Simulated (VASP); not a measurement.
Set up this calculation in VASP 6.6.1, as the native input.

```
Task                   : single point
Functional             : PBE
Potentials or basis    : VASP PAW PBE potentials, release 64 (Li_sv, Al)
Cutoff                 : 520 eV
k mesh                 : 8 × 8 × 8
Occupations            : gaussian, width 0.1 eV
Spin                   : no spin polarisation
Dipole correction      : no
Further INCAR settings : ALGO = Normal; EDIFF = 1e-06; NBANDS = 22
```

The structure of LiAl7 lies in POSCAR:

```
LiAl7
1.0
    0.0000000000      4.4726607120      4.4726607120
    4.4726607120      0.0000000000      4.4726607120
    4.4726607120      4.4726607120      0.0000000000
Li Al
1 7
Direct
    0.0000000000      0.0000000000      0.0000000000
    0.4638918484      0.0361081516      0.0361081516
    0.0361081516      0.4638918484      0.4638918484
    0.0361081516      0.0361081516      0.4638918484
    0.4638918484      0.4638918484      0.0361081516
    0.4638918484      0.0361081516      0.4638918484
    0.0361081516      0.4638918484      0.0361081516
    0.7500000000      0.7500000000      0.7500000000
```

The input as run:

INCAR

```
PREC = Accurate ; ENCUT = 520
EDIFF = 1E-6 ; ISMEAR = 0
SIGMA = 0.1 ; LREAL = F
LASPH = T ; NELM = 100
ALGO = Normal ; ISIF = 2
LWAVE = F ; LCHARG = F
GGA = PE ; NBANDS = 22
```

KPOINTS

```
Automatic mesh
0
Gamma
  8 8 8
```

Potentials or basis: VASP PAW PBE potentials, release 64 (Li_sv, Al).

Run with:

```console
$ cat potpaw_PBE.64/Li_sv/POTCAR potpaw_PBE.64/Al/POTCAR > POTCAR
$ mpirun -np 1 vasp_std > vasp.out
```

It gave:

The largest force is 0.004 eV/Å. The band gap on the k mesh is zero (band 12 reaches 4.39 eV, above the bottom of band 13 at 2.76 eV).

Wall time 73 s on 1 thread of Intel(R) Xeon(R) Platinum 8488C (Sapphire Rapids) (shared host), peak memory 0.35 GiB.
